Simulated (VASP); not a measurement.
Write the native input for VASP 6.6.1 that does the following.

```yaml
Task: single point
Functional: PBE
Potentials_or_basis: VASP PAW PBE potentials, release 64 (Cu, La, Te)
Cutoff: 520 eV
k_mesh: 6 × 6 × 6
Occupations: gaussian, width 0.01 eV
Spin: no spin polarisation
Dipole_correction: no
Further_INCAR_settings: ALGO = Normal; EDIFF = 1e-06; NBANDS = 25
```

The structure of LaCuTe2 lies in POSCAR:

```
LaCuTe2
1.0
    2.2428380897      1.2949031749      6.7181480427
   -2.2428380897      1.2949031749      6.7181480427
    0.0000000000     -2.5898063497      6.7181480427
Cu La Te
1 1 2
Direct
    1.0000000000      0.0000000000      0.0000000000
    0.5000000000      0.5000000000      0.5000000000
    0.2613436614      0.2613436614      0.2613436614
    0.7386563386      0.7386563386      0.7386563386
```

These files were run (other wordings do the same):

INCAR

```
PREC = Accurate ; ENCUT = 520
EDIFF = 1E-6 ; ISMEAR = 0
SIGMA = 0.01 ; LREAL = False
LASPH = True ; NELM = 60
ALGO = Normal ; ISIF = 2
LWAVE = False ; LCHARG = True
GGA = PE ; LELF = True
LVHAR = True ; NBANDS = 25
```

KPOINTS

```
regular mesh
0
Gamma
  6 6 6
```

Potentials or basis: VASP PAW PBE potentials, release 64 (Cu, La, Te).

Launch:

```bash
$ cat potpaw_PBE.64/Cu/POTCAR potpaw_PBE.64/La/POTCAR potpaw_PBE.64/Te/POTCAR > POTCAR
$ mpirun -np 1 vasp_std > vasp.out
```

It gave:

```json
{
 "Pressure": "0.0 GPa",
 "Largest force": "0.011 eV/Å",
 "Band gap on the k mesh": "0.79 eV, indirect (least direct gap 1.27 eV)"
}
```

Caveat: spin-orbit coupling is left out, which moves the levels of the heavy elements.

Run time: 4.4 min on 1 thread of Intel(R) Xeon(R) 6975P-C (Granite Rapids), on a shared host, peak memory 0.47 GiB.
